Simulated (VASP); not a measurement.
# NbAs in VASP: single point with PBE

Aim: the single point of NbAs with PBE.

Program: VASP 6.6.1. These are calculated values, not measurements. Logs are shortened: lines on timing, memory, paths and dates and some standing lists are left out, and cuts for length are marked.

### Step 1. The cell of the first run

The cell holds a sheet with vacuum, 2 atoms: a = 3.612 Å, b = 3.612 Å, c = 23.800 Å, α = 90.00°, β = 90.00°, γ = 90.00°.

### Step 2. Single point, PBE, collinear spin

INCAR reads:

```
SYSTEM = NbAs
PREC = Accurate
ENCUT = 400
EDIFF = 1E-6
ISMEAR = 0
SIGMA = 0.1
LREAL = .FALSE.
LASPH = .TRUE.
NELM = 200
ALGO = Normal
ISIF = 2
LWAVE = .FALSE.
LCHARG = .FALSE.
ISPIN = 2
MAGMOM = 1.11 0
LORBIT = 11
LMAXMIX = 4
LDIPOL = .TRUE.
IDIPOL = 3
DIPOL = 0.5 0.5 0.294
GGA = PE
NBANDS = 20
GGA_COMPAT = .FALSE.
NELMDL = -8
```

KPOINTS reads:

```
Automatic mesh
0
G
  16 16 1
  0 0 0
```

POSCAR reads:

```
NbAs
1.0
    3.6116983019      0.0000000000      0.0000000000
    0.0000000000      3.6116983019      0.0000000000
    0.0000000000      0.0000000000     23.8000000000
Nb As
1 1
Direct
    0.0000000000      0.0000000000      0.2941176471
    0.5000000000      0.5000000000      0.2941176471
```

Potentials or basis: VASP PAW PBE potentials, release 64 (Nb_sv, As).

Run with:

```bash
$ cat potpaw_PBE.64/Nb_sv/POTCAR potpaw_PBE.64/As/POTCAR > POTCAR
$ mpirun -np 1 vasp_std > vasp.out
```

OUTCAR:

```text
SYSTEM = NbAs
   PREC = Accurate
   ENCUT = 400
   EDIFF = 1E-6
   ISMEAR = 0
   LREAL = .FALSE.
   LASPH = .TRUE.
   NELM = 200
   ISIF = 2
   ISPIN = 2
   LORBIT = 11
   GGA = PE
   NELMDL = -8

 ion  position               nearest neighbor table
   1  0.000  0.000  0.294-   2 2.55   2 2.55   2 2.55   2 2.55
   2  0.500  0.500  0.294-   1 2.55   1 2.55   1 2.55   1 2.55

  LATTYP: Found a simple tetragonal cell.
 ALAT       =     3.6116983019
 C/A-ratio  =     6.5896977019

  Lattice vectors:

 A1 = (   3.6116983019,   0.0000000000,   0.0000000000)
 A2 = (   0.0000000000,   3.6116983019,   0.0000000000)
 A3 = (   0.0000000000,   0.0000000000,  23.8000000000)

Analysis of symmetry for initial positions (statically):
=====================================================================
 Subroutine PRICEL returns:
 Original cell was already a primitive cell.

 Routine SETGRP: Setting up the symmetry group for a
 simple tetragonal supercell.

 Subroutine GETGRP returns: Found 16 space group operations
 (whereof  8 operations were pure point group operations)
 out of a pool of 16 trial point group operations.

The static configuration has the point symmetry C_4v.
 The point group associated with its full space group is D_4h.

Analysis of symmetry for dynamics (positions and initial velocities):
=====================================================================
 Subroutine PRICEL returns:
 Original cell was already a primitive cell.

 Routine SETGRP: Setting up the symmetry group for a
 simple tetragonal supercell.

 Subroutine GETGRP returns: Found 16 space group operations
 (whereof  8 operations were pure point group operations)
 out of a pool of 16 trial point group operations.

The dynamic configuration has the point symmetry C_4v.
 The point group associated with its full space group is D_4h.

Analysis of structural, dynamic, and magnetic symmetry:
=====================================================================
 Subroutine PRICEL returns:
 Original cell was already a primitive cell.

 Routine SETGRP: Setting up the symmetry group for a
 simple tetragonal supercell.

 Subroutine GETGRP returns: Found 16 space group operations
 (whereof  8 operations were pure point group operations)
 out of a pool of 16 trial point group operations.

The overall configuration has the point symmetry C_4v.
 The point group associated with its full space group is D_4h.

 Subroutine INISYM returns: Found 16 space group operations
 (whereof  8 operations are pure point group operations),
 and found     1 'primitive' translations

----------------------------------------------------------------------------------------

                                     Primitive cell

  volume of cell :     310.4559

  direct lattice vectors                    reciprocal lattice vectors
     3.611698302  0.000000000  0.000000000     0.276878055  0.000000000  0.000000000
     0.000000000  3.611698302  0.000000000     0.000000000  0.276878055  0.000000000
     0.000000000  0.000000000 23.800000000     0.000000000  0.000000000  0.042016807

  length of vectors
     3.611698302  3.611698302 23.800000000     0.276878055  0.276878055  0.042016807

  position of ions in fractional coordinates (direct lattice)
     0.000000000  0.000000000  0.294117647
     0.500000000  0.500000000  0.294117647

  ion indices of the primitive-cell ions
   primitive index   ion index
                 1           1
                 2           2

----------------------------------------------------------------------------------------

 KPOINTS: Automatic mesh

Automatic generation of k-mesh.
 Grid dimensions read from file:
 generate k-points for:   16   16    1

 Generating k-lattice:

  Cartesian coordinates                     Fractional coordinates (reciprocal lattice)
     0.017304878  0.000000000  0.000000000     0.062500000  0.000000000  0.000000000
     0.000000000  0.017304878  0.000000000     0.000000000  0.062500000  0.000000000
     0.000000000  0.000000000  0.042016807     0.000000000  0.000000000  1.000000000

  Length of vectors
     0.017304878  0.017304878  0.042016807

  Shift w.r.t. Gamma in fractional coordinates (k-lattice)
     0.000000000  0.000000000  0.000000000

 Subroutine IBZKPT returns following result:
 ===========================================

 Found     45 irreducible k-points:

 Following reciprocal coordinates:
            Coordinates               Weight
  0.000000  0.000000  0.000000      1.000000
  0.062500  0.000000  0.000000      4.000000
  0.125000  0.000000  0.000000      4.000000
  0.187500  0.000000  0.000000      4.000000
  0.250000  0.000000  0.000000      4.000000
  0.312500  0.000000  0.000000      4.000000
[... 16 lines left out ...]
  0.437500  0.125000  0.000000      8.000000
  0.500000  0.125000  0.000000      4.000000
 [... further k-points ...]
   k-points           NKPTS =     45   k-points in BZ     NKDIM =     45   number of bands    NBANDS=     20
   number of dos      NEDOS =    301   number of ions     NIONS =      2
   total plane-waves  NPLWV =  92160
   dimension x,y,z NGX =    24 NGY =   24 NGZ =  160
   dimension x,y,z NGXF=    48 NGYF=   48 NGZF=  320
   ions per type =               1   1
   NGX,Y,Z   is equivalent  to a cutoff of  11.05, 11.05, 11.18 a.u.
   NGXF,Y,Z  is equivalent  to a cutoff of  22.09, 22.09, 22.35 a.u.
 SYSTEM =  NbAs
   PREC   = accura    normal or accurate (medium, high low for compatibility)
   ISTART =      0    job   : 0-new  1-cont  2-samecut
   ICHARG =      2    charge: 1-file 2-atom 10-const
   ISPIN  =      2    spin polarized calculation?
   LNONCOLLINEAR =      F non collinear calculations
   LSORBIT =      F    spin-orbit coupling
   LASPH  =      T    aspherical Exc in radial PAW
   ENCUT  =  400.0 eV  29.40 Ry    5.42 a.u.   5.89  5.89 38.81*2*pi/ulx,y,z
   NELM   =    200;   NELMIN=  2; NELMDL= -8     # of ELM steps
   EDIFF  = 0.1E-05   stopping-criterion for ELM
   LREAL  =      F    real-space projection
   EDIFFG = 0.1E-04   stopping-criterion for IOM
   NSW    =      0    number of steps for IOM
   IBRION =     -1    ionic relax: 0-MD 1-quasi-New 2-CG
   NFREE  =      0    steps in history (QN), initial steepest desc. (CG)
   ISIF   =      2    stress and relaxation
   ISYM   =      2    0-nonsym 1-usesym 2-fastsym
   POTIM  = 0.5000    time-step for ionic-motion
   TEBEG  =    0.0;   TEEND  =   0.0 temperature during run
   PSTRESS=    0.0 pullay stress
   NELECT =      18.0000    total number of electrons
   NUPDOWN=      -1.0000    fix difference up-down
   EMIN   =  10.00;   EMAX   =-10.00  energy-range for DOS
   EFERMI =   0.00;   METHOD = LEGACY
   ISMEAR =     0;   SIGMA  =   0.10  broadening in eV -4-tet -1-fermi 0-gaus
   EFERMI_NEDOS =   21; number of points for ismear=-14 and -15
   IALGO  =     38    algorithm
   IMIX   =      4    mixing-type and parameters
     AMIX     =   0.40;   BMIX     =  1.00
     AMIX_MAG =   1.60;   BMIX_MAG =  1.00
  volume/ion in A,a.u.               =     155.23      1047.53
  Fermi-wavevector in a.u.,A,eV,Ry     =   0.633625  1.197378  5.462477  0.401481
  Thomas-Fermi vector in A             =   1.697345
   LORBIT       =     11    0 simple, 1 ext, 2 COOP (PROOUT), +10 PAW based schemes
   GGA     = PE    functional components
   LHFCALC =     F    Hartree Fock is set to
   AEXX    =    0.0000 exact exchange contribution
   IVDW    =     0    specifies the selected vdW correction
   LEPSILON=     F    determine dielectric tensor
   LRPA    =     F    only Hartree local field effects (RPA)
 spin polarized calculation
 Gauss-broadening in eV      SIGMA  =   0.10
  energy-cutoff  :      400.00
  volume of cell :      310.46
 maximum number of plane-waves:      5706
 NGX is ok and might be reduce to    24
   NGX = 11   NGY = 11   NGZ = 77

 dipolmoment           0.000000      0.000000      0.000012 electrons x Angstroem

 number of electron      18.0000003 magnetization       1.6910588

 dipolmoment           0.000000      0.000000     -0.000001 electrons x Angstroem

 Free energy of the ion-electron system (eV)
  ---------------------------------------------------
  ext. energy  EPLUGINS =         0.00000000
  ---------------------------------------------------
  free energy    TOTEN  =       -13.61854909 eV

  energy without entropy =      -13.60908946  energy(sigma->0) =      -13.61381927

 E-fermi :  -2.7579     XC(G=0):  -2.0520

 val. band max:       -2.7662405860   @ k =   0.5000   0.1250   0.0000
 cond. band min:      -2.7307219376   @ k =   0.1250   0.0625   0.0000
 fundamental gap:      0.0355186485
 Fermi energy:        -2.7578689231

 spin component 1

 k-point     1 :       0.0000    0.0000    0.0000
  band No.  band energies     occupation
      1     -58.5710      1.00000
      2     -34.7117      1.00000
      3     -34.6913      1.00000
      4     -34.6913      1.00000
      5     -14.7833      1.00000
      6      -5.3717      1.00000
[... 12 lines left out ...]
     19       3.1661      0.00000
[... 513 lines left out ...]
      4     -34.6860      1.00000
      5     -13.3181      1.00000
      6      -8.2966      1.00000
[... 12 lines left out ...]
     19       4.7400      0.00000
     20       4.8245      0.00000

 [... further k-points ...]

 spin component 2

 k-point     1 :       0.0000    0.0000    0.0000
  band No.  band energies     occupation
      1     -57.7838      1.00000
      2     -33.9900      1.00000
      3     -33.9900      1.00000
      4     -33.4010      1.00000
      5     -14.7621      1.00000
      6      -5.2323      1.00000
[... 12 lines left out ...]
     19       3.4087      0.00000
[... 513 lines left out ...]
      4     -33.3887      1.00000
      5     -13.3540      1.00000
      6      -8.0588      1.00000
[... 12 lines left out ...]
     19       4.8422      0.00000
     20       4.9199      0.00000

 [... further k-points ...]

------------------------ aborting loop because EDIFF is reached ----------------------------------------

 vacuum level on the upper side and lower side of the slab       (xc-potential included)        -0.129        -0.129

  FORCE on cell =-STRESS in cart. coord.  units (eV):
  Direction    XX          YY          ZZ          XY          YZ          ZX
  --------------------------------------------------------------------------------------
  -------------------------------------------------------------------------------------
  Total       -0.0553745     -0.0553745     -0.0799170      0.0000000      0.0000000      0.0000000
  in kB       -0.2857724     -0.2857724     -0.4124294      0.0000000      0.0000000      0.0000000
  external PRESSURE =      -0.3279914 kB  Pullay stress =       0.0000000 kB

 VOLUME and BASIS-vectors are now :
 -----------------------------------------------------------------------------
  energy-cutoff  :      400.00
  volume of cell :      310.46
      direct lattice vectors                 reciprocal lattice vectors
     3.611698302  0.000000000  0.000000000     0.276878055  0.000000000  0.000000000
     0.000000000  3.611698302  0.000000000     0.000000000  0.276878055  0.000000000
     0.000000000  0.000000000 23.800000000     0.000000000  0.000000000  0.042016807

 POSITION                                       TOTAL-FORCE (eV/Angst)
 -----------------------------------------------------------------------------------
      0.00000      0.00000      7.00000         0.000000      0.000000     -0.000000
      1.80585      1.80585      7.00000        -0.000000      0.000000      0.000000
 -----------------------------------------------------------------------------------
    total drift:                               -0.000000     -0.000000     -0.000028

  FREE ENERGIE OF THE ION-ELECTRON SYSTEM (eV)
  ---------------------------------------------------
  free  energy   TOTEN  =       -13.6185490912 eV

  energy  without entropy=      -13.6090894581  energy(sigma->0) =      -13.61381927

 vacuum level on the upper side and lower side of the slab         1.546         1.546

 total charge

# of ion       s       p       d       tot
------------------------------------------
    1        2.144   5.973   2.526  10.642
    2        1.220   1.621   0.046   2.887
--------------------------------------------------
tot          3.364   7.593   2.571  13.529

 magnetization (x)

# of ion       s       p       d       tot
------------------------------------------
    1        0.034   0.006   1.143   1.184
    2       -0.005  -0.063   0.013  -0.055
--------------------------------------------------
tot          0.030  -0.057   1.157   1.129
```

It took 5.5 min on 1 thread of Intel Xeon 6975P-C (Granite Rapids), shared host; peak memory 0.56 GiB.

What came out:

```
Free energy                                           : -13.6185 eV
Net moment                                            : 1.69 μB per cell
Site moments                                          : Nb +1.18; As -0.06 μB
Valence electrons inside the program's atomic spheres : Nb 10.64; As 2.89
```
